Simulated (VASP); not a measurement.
# Sn in VASP: notebook

Runs on Sn. Level: r2SCAN. Tasks: single point.

Program: VASP 6.6.1. These are calculated values, not measurements. Logs are shortened: lines on timing, memory, paths and dates and some standing lists are left out, and cuts for length are marked.

## 1. The cell of the first run

It takes space group I4_1/amd (No. 141, tetragonal). Conventional cell: a = 4.645 Å, b = 4.645 Å, c = 6.601 Å, α = 90.00°, β = 90.00°, γ = 90.00°. Sn (site symmetry -4m2) has 4 Sn at 2.85 Å within 3.8 Å.

## 2. Single point, r2SCAN (uniaxial z strain +0.5%)

File POSCAR:

```
Sn
1.0
    0.0000000000      3.2844597792      3.3005536321
    3.2844597792      0.0000000000      3.3005536321
    3.2844597792      3.2844597792      0.0000000000
Sn
2
Direct
    0.0000000000      0.0000000000      0.0000000000
    0.2500000000      0.2500000000      0.2500000000
```

File INCAR.step1:

```
PREC = Accurate ; ENCUT = 520
ISMEAR = -1 ; SIGMA = 0.02
LREAL = F ; LASPH = T
NELM = 60 ; NBANDS = 21
GGA = PE ; ALGO = Normal
EDIFF = 1E-4 ; LWAVE = T
LCHARG = F
```

File INCAR.step2:

```
PREC = Accurate ; ENCUT = 520
EDIFF = 1E-7 ; ISMEAR = -1
SIGMA = 0.02 ; LREAL = F
LASPH = T ; NELM = 60
ALGO = Normal ; ISIF = 2
LWAVE = F ; LCHARG = F
METAGGA = R2SCAN ; LMIXTAU = T
NBANDS = 21 ; ISTART = 1
```

File KPOINTS:

```
Automatic mesh
0
Gamma
  6 6 6
```

Potentials or basis: VASP PAW PBE potentials, release 64 (Sn_d).

On the command line:

```bash
> cat potpaw_PBE.64/Sn_d/POTCAR > POTCAR
> cp INCAR.step1 INCAR
> mpirun -np 1 vasp_std > vasp.out
> cp INCAR.step2 INCAR
> mpirun -np 1 vasp_std > vasp.out
```

OUTCAR:

```text
PREC = Accurate
   ENCUT = 520
   EDIFF = 1E-7
   ISMEAR = -1
   LREAL = F
   LASPH = T
   NELM = 60
   ISIF = 2
   METAGGA = R2SCAN
   ISTART = 1

 ion  position               nearest neighbor table
   1  0.000  0.000  0.000-   2 2.85   2 2.85   2 2.85   2 2.85
   2  0.250  0.250  0.250-   1 2.85   1 2.85   1 2.85   1 2.85

  LATTYP: Found a body centered tetragonal cell.
 ALAT       =     4.6449275648
 C/A-ratio  =     1.4211432088

  Lattice vectors:

 A1 = (  -3.2844597792,   0.0000000000,   3.3005536321)
 A2 = (   3.2844597792,   0.0000000000,   3.3005536321)
 A3 = (   0.0000000000,   3.2844597792,  -3.3005536321)

Analysis of symmetry for initial positions (statically):
=====================================================================
 Subroutine PRICEL returns:
 Original cell was already a primitive cell.

 Routine SETGRP: Setting up the symmetry group for a
 body centered tetragonal supercell.

 Subroutine GETGRP returns: Found 16 space group operations
 (whereof  8 operations were pure point group operations)
 out of a pool of 16 trial point group operations.

The static configuration has the point symmetry D_2d.
 The point group associated with its full space group is D_4h.

Analysis of symmetry for dynamics (positions and initial velocities):
=====================================================================
 Subroutine PRICEL returns:
 Original cell was already a primitive cell.

 Routine SETGRP: Setting up the symmetry group for a
 body centered tetragonal supercell.

 Subroutine GETGRP returns: Found 16 space group operations
 (whereof  8 operations were pure point group operations)
 out of a pool of 16 trial point group operations.

The dynamic configuration has the point symmetry D_2d.
 The point group associated with its full space group is D_4h.

 Subroutine INISYM returns: Found 16 space group operations
 (whereof  8 operations are pure point group operations),
 and found     1 'primitive' translations

----------------------------------------------------------------------------------------

                                     Primitive cell

  volume of cell :      71.2106

  direct lattice vectors                    reciprocal lattice vectors
     0.000000000  3.284459779  3.300553632    -0.152232036  0.152232036  0.151489736
[... 75 lines left out ...]
   NGXF,Y,Z  is equivalent  to a cutoff of  25.71, 25.71, 25.77 a.u.
 SYSTEM =  unknown system
   PREC   = accura    normal or accurate (medium, high low for compatibility)
   ISTART =      1    job   : 0-new  1-cont  2-samecut
   ICHARG =      0    charge: 1-file 2-atom 10-const
   ISPIN  =      1    spin polarized calculation?
   LNONCOLLINEAR =      F non collinear calculations
   LSORBIT =      F    spin-orbit coupling
   LASPH  =      T    aspherical Exc in radial PAW
   ENCUT  =  520.0 eV  38.22 Ry    6.18 a.u.   8.66  8.66  8.64*2*pi/ulx,y,z
   NELM   =     60;   NELMIN=  2; NELMDL=  0     # of ELM steps
   EDIFF  = 0.1E-06   stopping-criterion for ELM
   LREAL  =      F    real-space projection
   EDIFFG = 0.1E-05   stopping-criterion for IOM
   NSW    =      0    number of steps for IOM
   IBRION =     -1    ionic relax: 0-MD 1-quasi-New 2-CG
   NFREE  =      0    steps in history (QN), initial steepest desc. (CG)
   ISIF   =      2    stress and relaxation
   ISYM   =      2    0-nonsym 1-usesym 2-fastsym
   POTIM  = 0.5000    time-step for ionic-motion
   TEBEG  =    0.0;   TEEND  =   0.0 temperature during run
   PSTRESS=    0.0 pullay stress
   NELECT =      28.0000    total number of electrons
   NUPDOWN=      -1.0000    fix difference up-down
   EMIN   =  10.00;   EMAX   =-10.00  energy-range for DOS
   EFERMI =   0.00;   METHOD = LEGACY
   ISMEAR =    -1;   SIGMA  =   0.02  broadening in eV -4-tet -1-fermi 0-gaus
   EFERMI_NEDOS =   21; number of points for ismear=-14 and -15
   IALGO  =     38    algorithm
   IMIX   =      4    mixing-type and parameters
     AMIX     =   0.40;   BMIX     =  1.00
     AMIX_MAG =   1.60;   BMIX_MAG =  1.00
  volume/ion in A,a.u.               =      35.61       240.28
  Fermi-wavevector in a.u.,A,eV,Ry     =   1.199350  2.266443 19.571171  1.438440
  Thomas-Fermi vector in A             =   2.335215
   LORBIT       =      0    0 simple, 1 ext, 2 COOP (PROOUT), +10 PAW based schemes
   METAGGA = R2SCAN    functional components
   LHFCALC =     F    Hartree Fock is set to
   AEXX    =    0.0000 exact exchange contribution
   IVDW    =     0    specifies the selected vdW correction
   LEPSILON=     F    determine dielectric tensor
   LRPA    =     F    only Hartree local field effects (RPA)
 non-spin polarized calculation
  energy-cutoff  :      520.00
  volume of cell :       71.21
 maximum number of plane-waves:      1948
 NGX is ok and might be reduce to    36
   NGX = 17   NGY = 17   NGZ = 17

 number of electron      27.9999986 magnetization

 Free energy of the ion-electron system (eV)
  ---------------------------------------------------
  ext. energy  EPLUGINS =         0.00000000
  ---------------------------------------------------
  free energy    TOTEN  =       -49.46295078 eV

  energy without entropy =      -49.46235473  energy(sigma->0) =      -49.46265276

 E-fermi :   5.1608     XC(G=0):  -9.3931

 val. band max:        5.1351713476   @ k =   0.0000   0.0000   0.0000
 cond. band min:       5.1691086237   @ k =   0.0000   0.0000   0.0000
 fundamental gap:      0.0339372761
 Fermi energy:         5.1607880130

 k-point     1 :       0.0000    0.0000    0.0000
  band No.  band energies     occupation
      1     -17.1690      2.00000
      2     -17.1690      2.00000
      3     -17.1675      2.00000
      4     -17.1078      2.00000
      5     -17.1078      2.00000
      6     -16.8194      2.00000
[... 565 lines left out ...]
     20      14.8014      0.00000
     21      15.0615      0.00000

 [... further k-points ...]
[... 5 lines left out ...]
  --------------------------------------------------------------------------------------
  -------------------------------------------------------------------------------------
  Total       -0.0854555     -0.0854555     -0.1429310      0.0000000      0.0000000      0.0000000
  in kB       -1.9226756     -1.9226756     -3.2158237      0.0000000      0.0000000      0.0000000
  external PRESSURE =      -2.3537250 kB  Pullay stress =       0.0000000 kB

 VOLUME and BASIS-vectors are now :
 -----------------------------------------------------------------------------
  energy-cutoff  :      520.00
  volume of cell :       71.21
      direct lattice vectors                 reciprocal lattice vectors
     0.000000000  3.284459779  3.300553632    -0.152232036  0.152232036  0.151489736
     3.284459779  0.000000000  3.300553632     0.152232036 -0.152232036  0.151489736
     3.284459779  3.284459779  0.000000000     0.152232036  0.152232036 -0.151489736

 POSITION                                       TOTAL-FORCE (eV/Angst)
 -----------------------------------------------------------------------------------
      0.00000      0.00000      0.00000        -0.000000     -0.000000     -0.000000
      1.64223      1.64223      1.65028         0.000000      0.000000      0.000000
 -----------------------------------------------------------------------------------
    total drift:                                0.000000      0.000000      0.000000

  FREE ENERGIE OF THE ION-ELECTRON SYSTEM (eV)
  ---------------------------------------------------
  free  energy   TOTEN  =       -49.4629507794 eV

  energy  without entropy=      -49.4623547329  energy(sigma->0) =      -49.46265276
```

OUTCAR.step1:

```text
PREC = Accurate
   ENCUT = 520
   ISMEAR = -1
   LREAL = F
   LASPH = T
   NELM = 60
[... 798 lines left out ...]
 -----------------------------------------------------------------------------------
      0.00000      0.00000      0.00000         0.000000      0.000000     -0.000000
      1.64223      1.64223      1.65028        -0.000000     -0.000000      0.000000
 -----------------------------------------------------------------------------------
    total drift:                                0.000000      0.000000      0.000000

  FREE ENERGIE OF THE ION-ELECTRON SYSTEM (eV)
  ---------------------------------------------------
  free  energy   TOTEN  =        -7.6497341616 eV

  energy  without entropy=       -7.6492161563  energy(sigma->0) =       -7.64947516
```

Run time: 2.3 min. Hardware: 1 thread of Intel Xeon Platinum 8259CL at 2.50GHz (Skylake/Cascade Lake), shared host; peak memory 0.22 GiB.

What came out:

```
Free energy            : -49.4630 eV
Pressure               : -0.2 GPa
Band gap on the k mesh : zero (filled and empty bands touch)
```

Levels at points of the mesh, in eV from the Fermi level:
```csv
k point,band 11,band 12,band 13,band 14,band 15,band 16,band 17,band 18
"(0.00, 0.00, 0.00)",-10.86,-0.67,-0.03,0.01,0.01,2.20,2.20,2.22
"(0.50, 0.00, 0.00)",-9.22,-6.44,-1.23,-1.19,0.04,3.33,3.35,5.95
"(0.50, 0.50, 0.00)",-7.73,-7.73,-2.53,-2.53,0.97,0.97,7.87,7.87
"(0.50, 0.00, 0.50)",-7.72,-7.72,-2.56,-2.56,0.94,0.94,7.88,7.88
```

Caveat: the cell differs from its parent crystal (uniaxial z strain +0.5%); the PAW data sets were made with another functional, which shifts forces and pressure a little; spin-orbit coupling is left out, which moves the levels of the heavy elements.

## 3. Single point, r2SCAN (strain along [111] -3.5%)

File POSCAR:

```
Sn
1.0
   -0.0766373948      3.2078223843      3.2078223843
    3.2078223843     -0.0766373948      3.2078223843
    3.2078223843      3.2078223843     -0.0766373948
Sn
2
Direct
   -0.0021608171     -0.0021608171     -0.0021608171
    0.2521608171      0.2521608171      0.2521608171
```

File INCAR.step1:

```
SYSTEM = Sn
PREC = Accurate
ENCUT = 520
ISMEAR = -1
SIGMA = 0.02
LREAL = .False.
LASPH = .True.
NELM = 80
NBANDS = 21
GGA = PE
ALGO = Normal
EDIFF = 1E-4
LWAVE = .True.
LCHARG = .False.
```

File INCAR.step2:

```
SYSTEM = Sn
PREC = Accurate
ENCUT = 520
EDIFF = 1E-6
ISMEAR = -1
SIGMA = 0.02
LREAL = .False.
LASPH = .True.
NELM = 80
ALGO = Normal
ISIF = 2
LWAVE = .False.
LCHARG = .False.
METAGGA = R2SCAN
LMIXTAU = .True.
NBANDS = 21
ISTART = 1
```

File KPOINTS:

```
Automatic mesh
0
Gamma
  6 6 6
  0 0 0
```

Potentials or basis: VASP PAW PBE potentials, release 64 (Sn_d).

On the command line:

```bash
> cat potpaw_PBE.64/Sn_d/POTCAR > POTCAR
> cp INCAR.step1 INCAR
> mpirun -np 1 vasp_std > vasp.out
> cp INCAR.step2 INCAR
> mpirun -np 1 vasp_std > vasp.out
```

Wall time 1.9 min (1 thread of Intel Xeon Platinum 8259CL at 2.50GHz (Skylake/Cascade Lake), shared host); peak memory 0.22 GiB.

It converged, with:

```yaml
Free_energy: -49.4410 eV
Pressure: 1.7 GPa
Band_gap_on_the_k_mesh: zero (band 14 reaches 5.48 eV, above the bottom of band 15 at 5.37 eV)
```

Forces on the atoms (eV/Å):
```
Sn  -0.002 -0.002 -0.002
Sn   0.002  0.002  0.002
```

Stress tensor (GPa, compression positive):
```
1.67 0.66 0.66
0.66 1.67 0.66
0.66 0.66 1.67
```

Levels at points of the mesh, in eV from the Fermi level:
```csv
k point,band 12,band 13,band 14,band 15,band 16,band 17
"(0.00, 0.00, 0.00)",-0.31,0.00,0.00,0.31,2.26,2.26
"(0.50, 0.00, 0.00)",-6.51,-1.20,-1.03,0.34,3.50,3.52
"(0.50, 0.50, 0.00)",-7.72,-2.69,-2.45,0.84,1.20,8.09
"(0.50, 0.50, 0.50)",-6.42,-1.32,-1.32,-0.10,3.33,3.33
```

Caveat: the cell differs from its parent crystal (strain along [111] -3.5%); the PAW data sets were made with another functional, which shifts forces and pressure a little; spin-orbit coupling is left out, which moves the levels of the heavy elements.

## 4. Single point, r2SCAN (epitaxial 111 strain +0.4%)

File POSCAR:

```
Sn
1.0
   -0.0156346311      3.2806492033      3.2806492033
    3.2806492033     -0.0156346311      3.2806492033
    3.2806492033      3.2806492033     -0.0156346311
Sn
2
Direct
   -0.0005422541     -0.0005422541     -0.0005422541
    0.2505422541      0.2505422541      0.2505422541
```

File INCAR.step1:

```
PREC = Accurate
ENCUT = 520
ISMEAR = -1
SIGMA = 0.02
LREAL = False
LASPH = True
NELM = 60
NBANDS = 21
GGA = PE
ALGO = Normal
EDIFF = 1E-4
LWAVE = True
LCHARG = False
```

File INCAR.step2:

```
PREC = Accurate
ENCUT = 520
EDIFF = 1E-7
ISMEAR = -1
SIGMA = 0.02
LREAL = False
LASPH = True
NELM = 60
ALGO = Normal
ISIF = 2
LWAVE = False
LCHARG = False
METAGGA = R2SCAN
LMIXTAU = True
NBANDS = 21
ISTART = 1
```

File KPOINTS:

```
regular mesh
0
Gamma
  6 6 6
```

On the command line:

```bash
> cat potpaw_PBE.64/Sn_d/POTCAR > POTCAR
> cp INCAR.step1 INCAR
> mpirun -np 1 vasp_std > vasp.out
> cp INCAR.step2 INCAR
> mpirun -np 1 vasp_std > vasp.out
```

It took 2.2 min on 1 thread of Intel Xeon Platinum 8259CL at 2.50GHz (Skylake/Cascade Lake), shared host; peak memory 0.22 GiB.

The run converged. Its results:

```yaml
Free_energy: -49.4629 eV
Pressure: -0.2 GPa
Band_gap_on_the_k_mesh: zero (filled and empty bands touch)
```

Stress tensor (GPa, compression positive):
```
-0.18  0.07  0.07
 0.07 -0.18  0.07
 0.07  0.07 -0.18
```

Levels at points of the mesh, in eV from the Fermi level:
```
           k point  band 12  band 13  band 14  band 15  band 16  band 17
(0.00, 0.00, 0.00)    -0.64    -0.01    -0.01     0.06     2.22     2.22
(0.50, 0.00, 0.00)    -6.44    -1.21    -1.17     0.08     3.36     3.37
(0.50, 0.50, 0.00)    -7.71    -2.56    -2.51     0.93     1.00     7.88
(0.50, 0.50, 0.50)    -6.41    -1.23    -1.23    -0.01     3.33     3.33
```

Caveat: the cell differs from its parent crystal (epitaxial 111 strain +0.4%); the PAW data sets were made with another functional, which shifts forces and pressure a little; spin-orbit coupling is left out, which moves the levels of the heavy elements.

## 5. Overview

```csv
cell,gap on the mesh (eV),pressure (GPa)
"a = 4.656, b = 4.656, c = 4.645 Å, angles 60.1, 60.1, 59.8°, 2 atoms",none,-0.2
"a = 4.537 Å, angles 61.6°, 2 atoms",none,1.7
"a = 4.640 Å, angles 60.3°, 2 atoms",none,-0.2
```

Alike in all rows: task single point; level r2SCAN; potentials or basis VASP PAW PBE potentials, release 64 (Sn_d); no spin polarisation; k mesh 6 × 6 × 6; cutoff (eV) 520; smearing fermi-dirac 0.02 eV.

Caveats: the PAW data sets were made with another functional, which shifts forces and pressure a little; spin-orbit coupling is left out, which moves the levels of the heavy elements.

Total energies depend on the potentials used, so only differences within one code and one set of settings carry meaning.
